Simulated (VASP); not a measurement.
# In2GaP3: single point with r2SCAN

Crystal: In2GaP3.

```
CELL_PARAMETERS angstrom
4.07059 0.00000 0.00000
-2.03529 3.52523 0.00000
0.00000 0.00000 9.99974
ATOMIC_POSITIONS crystal
Ga 0.00000 0.00000 0.00091
In 0.66667 0.33333 0.67367
In 0.33333 0.66667 0.32749
P 0.66667 0.33333 0.92956
P 0.33333 0.66667 0.58186
P 0.00000 0.00000 0.23652
```

```json
{
  "Program": "VASP 6.6.1",
  "Task": "single point",
  "Functional": "r2SCAN",
  "Potentials or basis": "VASP PAW PBE potentials, release 64 (Ga_d, In_d, P)",
  "Cutoff": "520 eV",
  "k mesh": "6 × 6 × 2",
  "Occupations": "fermi-dirac, width 0.02 eV",
  "Spin": "no spin polarisation",
  "Dipole correction": "no",
  "Further INCAR settings": "ALGO = Normal; EDIFF = 1e-06; NBANDS = 36"
}
```

- Pressure: -0.1 GPa
- Largest force: 0.008 eV/Å
- Band gap on the k mesh: 0.94 eV, direct

Forces on the atoms (eV/Å):
```
Ga   0.000  0.000 -0.002
In   0.000  0.000  0.002
In   0.000  0.000 -0.004
P    0.000  0.000 -0.008
P    0.000  0.000  0.006
P    0.000  0.000  0.007
```

Levels at points of the mesh, in eV from the valence-band top:
```
           k point  band 25  band 26  band 27  band 28  band 29  band 30
(0.00, 0.00, 0.00)    -0.16     0.00     0.00     0.94     1.80     2.43
(0.50, 0.00, 0.00)    -2.32    -1.60    -1.40     1.84     2.16     2.86
(0.00, 0.00, 0.50)    -0.43    -0.23    -0.23     1.25     2.38     2.58
(0.50, 0.00, 0.50)    -2.04    -1.14    -1.04     1.63     2.21     2.70
```

Run time: 3 min on 1 thread of Intel(R) Xeon(R) 6975P-C (Granite Rapids), with other jobs on the host, peak memory 0.31 GiB.

Caveat: the PAW data sets were made with another functional, which shifts forces and pressure a little; spin-orbit coupling is left out, which moves the levels of the heavy elements. r2SCAN opens gaps a little over a GGA but as a rule still falls short of measured ones.
